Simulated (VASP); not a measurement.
A run of VASP 6.6.1 is set up as follows.

Contents of INCAR:

```
SYSTEM = WS2
PREC = Accurate
ENCUT = 520
EDIFF = 1E-6
ISMEAR = 0
SIGMA = 0.02
LREAL = .FALSE.
LASPH = .TRUE.
NELM = 80
ALGO = Normal
ISIF = 2
LWAVE = .FALSE.
LCHARG = .TRUE.
LDIPOL = .TRUE.
IDIPOL = 3
DIPOL = 0.5 0.5 0.500
GGA = PE
IVDW = 12
LELF = .TRUE.
LVHAR = .TRUE.
LVACPOTAV = .TRUE.
NBANDS = 20
```

KPOINTS

```
regular mesh
0
G
  12 12 1
  0 0 0
```

POSCAR

```
WS2
1.0
    3.2229345674      0.0000000000      0.0000000000
   -1.6114672837      2.7911432101      0.0000000000
    0.0000000000      0.0000000000     32.2905332550
S W
2 1
Direct
    0.3333333333      0.6666666667      0.4518817647
    0.3333333333      0.6666666667      0.5481182353
    0.6666666667      0.3333333333      0.5000000000
```

Potentials or basis: VASP PAW PBE potentials, release 64 (S, W_sv).

Launch:

```bash
$ cat potpaw_PBE.64/S/POTCAR potpaw_PBE.64/W_sv/POTCAR > POTCAR
$ mpirun -np 1 vasp_std > vasp.out
```

(1) Predict the largest force.

(2) What does it give for the dispersion energy per atom?

(3) Predict the band gap on the k mesh.

Results:

(1) 0.007 eV/Å.

(2) -0.299 eV.

(3) 1.54 eV (least direct gap 1.66 eV).

Caveat: the cell differs from its parent crystal (biaxial strain +0.020, then relaxed in part); spin-orbit coupling is left out, which moves the levels of the heavy elements.
